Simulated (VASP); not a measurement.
Here is a VASP 6.6.1 calculation.

The input INCAR:

```
PREC     = Accurate       # precision mode
ENCUT    = 600            # plane-wave cutoff, eV
EDIFF    = 1E-8           # SCF threshold, eV
ISMEAR   = 0              # smearing method
SIGMA    = 0.01           # smearing width, eV
LREAL    = F              # projectors in reciprocal space
LASPH    = T              # aspherical terms in the spheres
NELM     = 60             # most SCF steps
ALGO     = Normal         # electronic algorithm
ISIF     = 3              # what is computed and relaxed
LWAVE    = F              # write WAVECAR
LCHARG   = F              # write CHGCAR
GGA      = CA             # functional
IBRION   = 6              # ionic algorithm
NFREE    = 2            
POTIM    = 0.015          # step
NSW      = 1              # ionic steps
```

The input KPOINTS:

```
regular mesh
0
Gamma
  8 8 8
```

POSCAR

```
SnSe
1.0
    0.0000000000      2.9025647421      2.9025647421
    2.9025647421      0.0000000000      2.9025647421
    2.9025647421      2.9025647421      0.0000000000
Sn Se
1 1
Direct
    0.0000000000      0.0000000000      0.0000000000
    0.5000000000      0.5000000000      0.5000000000
```

Potentials or basis: VASP PAW LDA potentials, release 64 (Sn_d, Se).

Run with:

```bash
$ cat potpaw_LDA.64/Sn_d/POTCAR potpaw_LDA.64/Se/POTCAR > POTCAR
$ mpirun -np 1 vasp_std > vasp.out
```

(1) Predict the elastic constants C11, C12, C44.

(2) Predict the Voigt bulk modulus.

(3) Predict the highest phonon frequency at Γ, LO-TO splitting left out.

Answers

(1) 189, 12, 19 GPa.

(2) 71 GPa.

(3) 76 cm⁻¹.

Caveat: the cell is under stress, which shifts elastic constants.
